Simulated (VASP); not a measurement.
# C in VASP: a series of runs

Runs on C. Level: r2SCAN. Tasks: single point.

Program: VASP 6.6.1. These are calculated values, not measurements. Logs are shortened: lines on timing, memory, paths and dates and some standing lists are left out, and cuts for length are marked.

**1. The cell of the first run**

Symmetry: P6_3/mmc, No. 194, hexagonal system. Conventional cell: a = 2.493 Å, b = 2.493 Å, c = 7.080 Å, α = 90.00°, β = 90.00°, γ = 120.00°. C (site symmetry -6m2) has 3 C at 1.44 Å within 1.9 Å. Within 1.9 Å of C (site symmetry -6m2) lie 3 C at 1.44 Å.

**2. Single point, r2SCAN (biaxial strain in the a-b plane: +1.5 %, then relaxed in part)**

File POSCAR:

```
C
1.0
    2.4926452998      0.0000000000      0.0000000000
   -1.2463226499      2.1586941522      0.0000000000
    0.0000000000      0.0000000000      7.0800599455
C
4
Direct
    0.0000000000      0.0000000000      0.2500000000
    0.0000000000      0.0000000000      0.7500000000
    0.3333333333      0.6666666667      0.2500000000
    0.6666666667      0.3333333333      0.7500000000
```

File INCAR.step1:

```
PREC = Accurate
ENCUT = 520
ISMEAR = 0
SIGMA = 0.1
LREAL = False
LASPH = True
NELM = 100
NBANDS = 16
GGA = PE
ALGO = Normal
EDIFF = 1E-4
LWAVE = True
LCHARG = False
```

File INCAR.step2:

```
PREC = Accurate
ENCUT = 520
EDIFF = 1E-6
ISMEAR = 0
SIGMA = 0.1
LREAL = False
LASPH = True
NELM = 100
ALGO = Normal
ISIF = 2
LWAVE = False
LCHARG = False
METAGGA = R2SCAN
LMIXTAU = True
NBANDS = 16
ISTART = 1
```

File KPOINTS:

```
regular mesh
0
Gamma
  24 24 8
```

Potentials or basis: VASP PAW PBE potentials, release 64 (C).

On the command line:

```bash
$ cat potpaw_PBE.64/C/POTCAR > POTCAR
$ cp INCAR.step1 INCAR
$ mpirun -np 1 vasp_std > vasp.out
$ cp INCAR.step2 INCAR
$ mpirun -np 1 vasp_std > vasp.out
```

OUTCAR:

```text
PREC = Accurate
   ENCUT = 520
   EDIFF = 1E-6
   ISMEAR = 0
   LREAL = False
   LASPH = True
   NELM = 100
   ISIF = 2
   METAGGA = R2SCAN
   ISTART = 1

 ion  position               nearest neighbor table
   1  0.000  0.000  0.250-   3 1.44   3 1.44   3 1.44
   2  0.000  0.000  0.750-   4 1.44   4 1.44   4 1.44
   3  0.333  0.667  0.250-   1 1.44   1 1.44   1 1.44
   4  0.667  0.333  0.750-   2 1.44   2 1.44   2 1.44

  LATTYP: Found a hexagonal cell.
 ALAT       =     2.4926452998
 C/A-ratio  =     2.8403800356

  Lattice vectors:

 A1 = (   2.4926452998,   0.0000000000,   0.0000000000)
 A2 = (  -1.2463226499,   2.1586941522,   0.0000000000)
 A3 = (   0.0000000000,   0.0000000000,   7.0800599455)

Analysis of symmetry for initial positions (statically):
=====================================================================
 Subroutine PRICEL returns:
 Original cell was already a primitive cell.

 Routine SETGRP: Setting up the symmetry group for a
 hexagonal supercell.

 Subroutine GETGRP returns: Found 24 space group operations
 (whereof 12 operations were pure point group operations)
 out of a pool of 24 trial point group operations.

The static configuration has the point symmetry D_3d.
 The point group associated with its full space group is D_6h.

Analysis of symmetry for dynamics (positions and initial velocities):
=====================================================================
 Subroutine PRICEL returns:
 Original cell was already a primitive cell.

 Routine SETGRP: Setting up the symmetry group for a
 hexagonal supercell.

 Subroutine GETGRP returns: Found 24 space group operations
 (whereof 12 operations were pure point group operations)
 out of a pool of 24 trial point group operations.

The dynamic configuration has the point symmetry D_3d.
 The point group associated with its full space group is D_6h.

 Subroutine INISYM returns: Found 24 space group operations
 (whereof 12 operations are pure point group operations),
 and found     1 'primitive' translations

----------------------------------------------------------------------------------------

                                     Primitive cell

  volume of cell :      38.0968

  direct lattice vectors                    reciprocal lattice vectors
     2.492645300  0.000000000  0.000000000     0.401180224  0.231621510  0.000000000
    -1.246322650  2.158694152  0.000000000     0.000000000  0.463243021  0.000000000
     0.000000000  0.000000000  7.080059946     0.000000000  0.000000000  0.141241742

  length of vectors
     2.492645300  2.492645300  7.080059946     0.463243021  0.463243021  0.141241742

  position of ions in fractional coordinates (direct lattice)
     0.000000000  0.000000000  0.250000000
     0.000000000  0.000000000  0.750000000
     0.333333333  0.666666667  0.250000000
     0.666666667  0.333333333  0.750000000

  ion indices of the primitive-cell ions
   primitive index   ion index
                 1           1
                 2           2
                 3           3
                 4           4

----------------------------------------------------------------------------------------

 KPOINTS: regular mesh

Automatic generation of k-mesh.
 Grid dimensions read from file:
 generate k-points for:   24   24    8

 Generating k-lattice:

  Cartesian coordinates                     Fractional coordinates (reciprocal lattice)
     0.016715843  0.009650896  0.000000000     0.041666667  0.000000000  0.000000000
     0.000000000  0.019301793  0.000000000     0.000000000  0.041666667  0.000000000
     0.000000000  0.000000000  0.017655218     0.000000000  0.000000000  0.125000000

  Length of vectors
     0.019301793  0.019301793  0.017655218

  Shift w.r.t. Gamma in fractional coordinates (k-lattice)
     0.000000000  0.000000000  0.000000000

 Subroutine IBZKPT returns following result:
 ===========================================

 Found    305 irreducible k-points:

 Following reciprocal coordinates:
            Coordinates               Weight
  0.000000  0.000000  0.000000      1.000000
  0.041667 -0.000000  0.000000      6.000000
  0.083333 -0.000000  0.000000      6.000000
  0.125000  0.000000  0.000000      6.000000
  0.166667 -0.000000  0.000000      6.000000
  0.208333 -0.000000  0.000000      6.000000
[... 16 lines left out ...]
  0.416667  0.041667  0.000000     12.000000
  0.458333  0.041667  0.000000     12.000000
 [... further k-points ...]
   k-points           NKPTS =    305   k-points in BZ     NKDIM =    305   number of bands    NBANDS=     16
   number of dos      NEDOS =    301   number of ions     NIONS =      4
   total plane-waves  NPLWV =  21600
   dimension x,y,z NGX =    20 NGY =   20 NGZ =   54
   dimension x,y,z NGXF=    40 NGYF=   40 NGZF=  108
   ions per type =               4
   NGX,Y,Z   is equivalent  to a cutoff of  13.34, 13.34, 12.68 a.u.
   NGXF,Y,Z  is equivalent  to a cutoff of  26.68, 26.68, 25.36 a.u.
 SYSTEM =  unknown system
   PREC   = accura    normal or accurate (medium, high low for compatibility)
   ISTART =      1    job   : 0-new  1-cont  2-samecut
   ICHARG =      0    charge: 1-file 2-atom 10-const
   ISPIN  =      1    spin polarized calculation?
   LNONCOLLINEAR =      F non collinear calculations
   LSORBIT =      F    spin-orbit coupling
   LASPH  =      T    aspherical Exc in radial PAW
   ENCUT  =  520.0 eV  38.22 Ry    6.18 a.u.   4.63  4.63 13.16*2*pi/ulx,y,z
   NELM   =    100;   NELMIN=  2; NELMDL=  0     # of ELM steps
   EDIFF  = 0.1E-05   stopping-criterion for ELM
   LREAL  =      F    real-space projection
   EDIFFG = 0.1E-04   stopping-criterion for IOM
   NSW    =      0    number of steps for IOM
   IBRION =     -1    ionic relax: 0-MD 1-quasi-New 2-CG
   NFREE  =      0    steps in history (QN), initial steepest desc. (CG)
   ISIF   =      2    stress and relaxation
   ISYM   =      2    0-nonsym 1-usesym 2-fastsym
   POTIM  = 0.5000    time-step for ionic-motion
   TEBEG  =    0.0;   TEEND  =   0.0 temperature during run
   PSTRESS=    0.0 pullay stress
   NELECT =      16.0000    total number of electrons
   NUPDOWN=      -1.0000    fix difference up-down
   EMIN   =  10.00;   EMAX   =-10.00  energy-range for DOS
   EFERMI =   0.00;   METHOD = LEGACY
   ISMEAR =     0;   SIGMA  =   0.10  broadening in eV -4-tet -1-fermi 0-gaus
   EFERMI_NEDOS =   21; number of points for ismear=-14 and -15
   IALGO  =     38    algorithm
   IMIX   =      4    mixing-type and parameters
     AMIX     =   0.40;   BMIX     =  1.00
     AMIX_MAG =   1.60;   BMIX_MAG =  1.00
  volume/ion in A,a.u.               =       9.52        64.27
  Fermi-wavevector in a.u.,A,eV,Ry     =   1.225985  2.316777 20.450105  1.503040
  Thomas-Fermi vector in A             =   2.361003
   LORBIT       =      0    0 simple, 1 ext, 2 COOP (PROOUT), +10 PAW based schemes
   METAGGA = R2SCAN    functional components
   LHFCALC =     F    Hartree Fock is set to
   AEXX    =    0.0000 exact exchange contribution
   IVDW    =     0    specifies the selected vdW correction
   LEPSILON=     F    determine dielectric tensor
   LRPA    =     F    only Hartree local field effects (RPA)
 non-spin polarized calculation
 Gauss-broadening in eV      SIGMA  =   0.10
  energy-cutoff  :      520.00
  volume of cell :       38.10
 maximum number of plane-waves:      1052
 NGX is ok and might be reduce to    20
   NGX =  9   NGY =  9   NGZ = 27

 number of electron      15.9999999 magnetization

 Free energy of the ion-electron system (eV)
  ---------------------------------------------------
  ext. energy  EPLUGINS =         0.00000000
  ---------------------------------------------------
  free energy    TOTEN  =       -39.69985550 eV

  energy without entropy =      -39.69941478  energy(sigma->0) =      -39.69963514

 E-fermi :   3.9625     XC(G=0): -10.6644

 val. band max:        3.9618489461   @ k =   0.3333   0.3333   0.2500
 cond. band min:       3.9668040891   @ k =   0.3333   0.3333   0.5000
 fundamental gap:      0.0049551430
 Fermi energy:         3.9624510784

 k-point     1 :       0.0000    0.0000    0.0000
  band No.  band energies     occupation
      1     -16.5994      2.00000
      2     -16.4017      2.00000
      3      -4.5754      2.00000
      4      -3.0242      2.00000
      5       0.7410      2.00000
      6       0.7410      2.00000
[... 8 lines left out ...]
     15      15.8439      0.00000
     16      16.0010      0.00000

 k-point     2 :       0.0417   -0.0000    0.0000
  band No.  band energies     occupation
      1     -16.5566      2.00000
      2     -16.3595      2.00000
      3      -4.5241      2.00000
      4      -2.9754      2.00000
      5       0.5587      2.00000
      6       0.5734      2.00000
[... 8 lines left out ...]
     15      15.6868      0.00000
     16      15.8514      0.00000

 k-point     3 :       0.0833   -0.0000    0.0000
  band No.  band energies     occupation
      1     -16.4284      2.00000
      2     -16.2329      2.00000
      3      -4.3704      2.00000
      4      -2.8292      2.00000
      5       0.0415      2.00000
      6       0.0635      2.00000
[... 8 lines left out ...]
     15      15.2309      0.00000
     16      15.4191      0.00000

 k-point     4 :       0.1250    0.0000    0.0000
  band No.  band energies     occupation
      1     -16.2152      2.00000
      2     -16.0220      2.00000
      3      -4.1152      2.00000
      4      -2.5869      2.00000
      5      -0.7389      2.00000
      6      -0.7073      2.00000
[... 8 lines left out ...]
     15      14.5253      0.00000
     16      14.7578      0.00000
[... 324 lines left out ...]
 k-point    22 :       0.3750    0.0417    0.0000
  band No.  band energies     occupation
      1     -12.8200      2.00000
      2     -12.6671      2.00000
      3      -7.8614      2.00000
      4      -7.7596      2.00000
      5      -2.6234      2.00000
      6      -2.5858      2.00000
[... 8 lines left out ...]
     15      18.1508      0.00000
     16      20.2123      0.00000

 k-point    23 :       0.4167    0.0417    0.0000
  band No.  band energies     occupation
      1     -12.0530      2.00000
      2     -11.9139      2.00000
      3      -8.8733      2.00000
      4      -8.7669      2.00000
      5      -2.7899      2.00000
      6      -2.7518      2.00000
[... 8 lines left out ...]
     15      17.6746      0.00000
     16      19.6279      0.00000

 k-point    24 :       0.4583    0.0417    0.0000
  band No.  band energies     occupation
      1     -11.3463      2.00000
      2     -11.2442      2.00000
      3      -9.6767      2.00000
      4      -9.5926      2.00000
      5      -2.8740      2.00000
      6      -2.8356      2.00000
[... 8 lines left out ...]
     15      18.0924      0.00000
     16      19.1849      0.00000

 [... further k-points ...]

------------------------ aborting loop because EDIFF is reached ----------------------------------------

  FORCE on cell =-STRESS in cart. coord.  units (eV):
  Direction    XX          YY          ZZ          XY          YZ          ZX
  --------------------------------------------------------------------------------------
  -------------------------------------------------------------------------------------
  Total       -3.8135846     -3.8135846     -0.0248360     -0.0000000      0.0000000      0.0000000
  in kB     -160.3819290   -160.3819290     -1.0444882     -0.0000000      0.0000000      0.0000000
  external PRESSURE =    -107.2694488 kB  Pullay stress =       0.0000000 kB

 VOLUME and BASIS-vectors are now :
 -----------------------------------------------------------------------------
  energy-cutoff  :      520.00
  volume of cell :       38.10
      direct lattice vectors                 reciprocal lattice vectors
     2.492645300  0.000000000  0.000000000     0.401180224  0.231621510  0.000000000
    -1.246322650  2.158694152  0.000000000     0.000000000  0.463243021  0.000000000
     0.000000000  0.000000000  7.080059946     0.000000000  0.000000000  0.141241742

 POSITION                                       TOTAL-FORCE (eV/Angst)
 -----------------------------------------------------------------------------------
      0.00000      0.00000      1.77001         0.000000     -0.000000     -0.000000
      0.00000      0.00000      5.31004        -0.000000      0.000000     -0.000000
     -0.00000      1.43913      1.77001         0.000000      0.000000     -0.000000
      1.24632      0.71956      5.31004        -0.000000     -0.000000      0.000000
 -----------------------------------------------------------------------------------
    total drift:                                0.000000      0.000000      0.000000

  FREE ENERGIE OF THE ION-ELECTRON SYSTEM (eV)
  ---------------------------------------------------
  free  energy   TOTEN  =       -39.6998555000 eV

  energy  without entropy=      -39.6994147774  energy(sigma->0) =      -39.69963514
```

It took 11 min on 1 thread of Intel Xeon 8259CL, shared host; peak memory 0.26 GiB.

Results:

| Property | Result |
| --- | --- |
| Free energy | -39.6999 eV |
| Pressure | -10.7 GPa |
| Band gap on the k mesh | zero (bands 8 and 9 overlap by 0.02 eV) |

Caveat: the cell differs from its parent crystal (biaxial strain in the a-b plane: +1.5 %, then relaxed in part); the stress differs along the axes, from -16 to -0 GPa; the PAW data sets were made with another functional, which shifts forces and pressure a little.

**3. Single point, r2SCAN (biaxial strain in the a-b plane: +3.0 %)**

File POSCAR:

```
C
1.0
    2.5294824224      0.0000000000      0.0000000000
   -1.2647412112      2.1905960362      0.0000000000
    0.0000000000      0.0000000000      6.9097712250
C
4
Direct
    0.0000000000      0.0000000000      0.2500000000
    0.0000000000      0.0000000000      0.7500000000
    0.3333333333      0.6666666667      0.2500000000
    0.6666666667      0.3333333333      0.7500000000
```

File INCAR.step1:

```
PREC = Accurate ; ENCUT = 520
ISMEAR = 0 ; SIGMA = 0.1
LREAL = False ; LASPH = True
NELM = 100 ; NBANDS = 16
GGA = PE ; ALGO = Normal
EDIFF = 1E-4 ; LWAVE = True
LCHARG = False
```

File INCAR.step2:

```
PREC = Accurate ; ENCUT = 520
EDIFF = 1E-6 ; ISMEAR = 0
SIGMA = 0.1 ; LREAL = False
LASPH = True ; NELM = 100
ALGO = Normal ; ISIF = 2
LWAVE = False ; LCHARG = False
METAGGA = R2SCAN ; LMIXTAU = True
NBANDS = 16 ; ISTART = 1
```

File KPOINTS:

```
Automatic mesh
0
Gamma
  24 24 8
```

Potentials or basis: VASP PAW PBE potentials, release 64 (C).

On the command line:

```bash
$ cat potpaw_PBE.64/C/POTCAR > POTCAR
$ cp INCAR.step1 INCAR
$ mpirun -np 1 vasp_std > vasp.out
$ cp INCAR.step2 INCAR
$ mpirun -np 1 vasp_std > vasp.out
```

Wall time 12 min (1 thread of Intel Xeon 8259CL, shared host); peak memory 0.26 GiB.

Results (log left out):

* Free energy: -39.5317 eV
* Pressure: -20.9 GPa
* Band gap on the k mesh: zero (bands 8 and 9 overlap by 0.02 eV)

Stress tensor (GPa, compression positive):
```
-31.60   0.00   0.00
  0.00 -31.60   0.00
  0.00   0.00   0.56
```

Levels at points of the mesh, in eV from the Fermi level:
```csv
k point,band 4,band 5,band 6,band 7,band 8,band 9,band 10,band 11,band 12,band 13
"(0.00, 0.00, 0.00)",-6.55,-3.22,-3.22,-3.20,-3.20,4.54,8.16,8.16,8.21,8.21
"(0.50, 0.00, 0.00)",-13.45,-6.57,-6.52,-2.71,-2.08,1.59,2.21,6.74,7.08,11.47
"(0.00, 0.00, 0.50)",-7.53,-3.21,-3.21,-3.21,-3.21,7.10,7.10,8.18,8.18,8.18
"(0.50, 0.00, 0.50)",-13.49,-6.54,-6.54,-2.35,-2.35,1.73,1.73,6.91,6.91,12.67
```

Caveat: the cell differs from its parent crystal (biaxial strain in the a-b plane: +3.0 %); the stress differs along the axes, from -32 to 1 GPa; the PAW data sets were made with another functional, which shifts forces and pressure a little.

**4. Single point, r2SCAN (biaxial strain in the a-b plane: +4.5 %)**

File POSCAR:

```
C
1.0
    2.5663195451      0.0000000000      0.0000000000
   -1.2831597725      2.2224979203      0.0000000000
    0.0000000000      0.0000000000      6.8464433828
C
4
Direct
    0.0000000000      0.0000000000      0.2500000000
    0.0000000000      0.0000000000      0.7500000000
    0.3333333333      0.6666666667      0.2500000000
    0.6666666667      0.3333333333      0.7500000000
```

File INCAR.step1:

```
SYSTEM = C
ALGO = Normal
EDIFF = 1E-4
ENCUT = 520
GGA = PE
ISMEAR = 0
LASPH = .TRUE.
LCHARG = .FALSE.
LREAL = .FALSE.
LWAVE = .TRUE.
NBANDS = 16
NELM = 80
PREC = Accurate
SIGMA = 0.1
```

File INCAR.step2:

```
SYSTEM = C
ALGO = Normal
EDIFF = 1E-7
ENCUT = 520
ISIF = 2
ISMEAR = 0
ISTART = 1
LASPH = .TRUE.
LCHARG = .FALSE.
LMIXTAU = .TRUE.
LREAL = .FALSE.
LWAVE = .FALSE.
METAGGA = R2SCAN
NBANDS = 16
NELM = 80
PREC = Accurate
SIGMA = 0.1
```

File KPOINTS:

```
k-points
0
G
  24 24 8
  0 0 0
```

On the command line:

```bash
$ cat potpaw_PBE.64/C/POTCAR > POTCAR
$ cp INCAR.step1 INCAR
$ mpirun -np 1 vasp_std > vasp.out
$ cp INCAR.step2 INCAR
$ mpirun -np 1 vasp_std > vasp.out
```

It took 14 min on 1 thread of Intel Xeon 8259CL, shared host; peak memory 0.26 GiB.

Results (log left out):

| Property | Result |
| --- | --- |
| Free energy | -39.2626 eV |
| Pressure | -29.7 GPa |
| Band gap on the k mesh | zero (bands 8 and 9 overlap by 0.03 eV) |

Stress tensor (GPa, compression positive):
```
-45.00   0.00   0.00
  0.00 -45.00   0.00
  0.00   0.00   0.93
```

Levels at points of the mesh, in eV from the Fermi level:
| k point | band 4 | band 5 | band 6 | band 7 | band 8 | band 9 | band 10 | band 11 | band 12 | band 13 |
| --- | --- | --- | --- | --- | --- | --- | --- | --- | --- | --- |
| (0.00, 0.00, 0.00) | -6.19 | -3.22 | -3.22 | -3.20 | -3.20 | 4.80 | 7.90 | 7.90 | 7.95 | 7.95 |
| (0.50, 0.00, 0.00) | -13.17 | -6.43 | -6.38 | -2.66 | -1.98 | 1.58 | 2.20 | 6.32 | 6.68 | 11.46 |
| (0.00, 0.00, 0.50) | -7.24 | -3.21 | -3.21 | -3.21 | -3.21 | 7.42 | 7.42 | 7.92 | 7.92 | 7.92 |
| (0.50, 0.00, 0.50) | -13.22 | -6.40 | -6.40 | -2.26 | -2.26 | 1.71 | 1.71 | 6.50 | 6.50 | 12.59 |

Caveat: the cell differs from its parent crystal (biaxial strain in the a-b plane: +4.5 %); the stress differs along the axes, from -45 to 1 GPa; the PAW data sets were made with another functional, which shifts forces and pressure a little.

(Part 1 of 2 ends here.)
